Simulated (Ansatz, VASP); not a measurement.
One calculation of CdS, two programs

```
Cd S
1.0
     0.00000    2.68172    2.68172
     2.68172    0.00000    2.68172
     2.68172    2.68172    0.00000
Cd S
1 1
Direct
  0.00000 0.00000 0.00000
  0.50000 0.50000 0.50000
```

Change from the starting cell: volume scaled by 0.93, to set the pressure.

Alike in both runs: task single point; functional PBE; k mesh 13 × 13 × 13; occupations fermi-dirac, width 0.08 eV; no spin polarisation.

|  | VASP | Ansatz |
| --- | --- | --- |
| version | VASP 6.6.1 | Ansatz 0.2.0 |
| potentials or method | VASP PAW PBE potentials, release 64 (Cd, S) | PAW with Ansatz's default frozen-core files, scalar-relativistic |
| plane-wave cutoff (eV) | 520 | 420 |
| valence electrons in the cell | 18 | 26 |

```csv
,VASP,Ansatz,Ansatz less VASP
pressure (GPa),6.7,6.2,-0.54
```

VASP's potentials hold 18 valence electrons a cell and Ansatz's 26, so a difference there can come from the potentials and not from the codes.
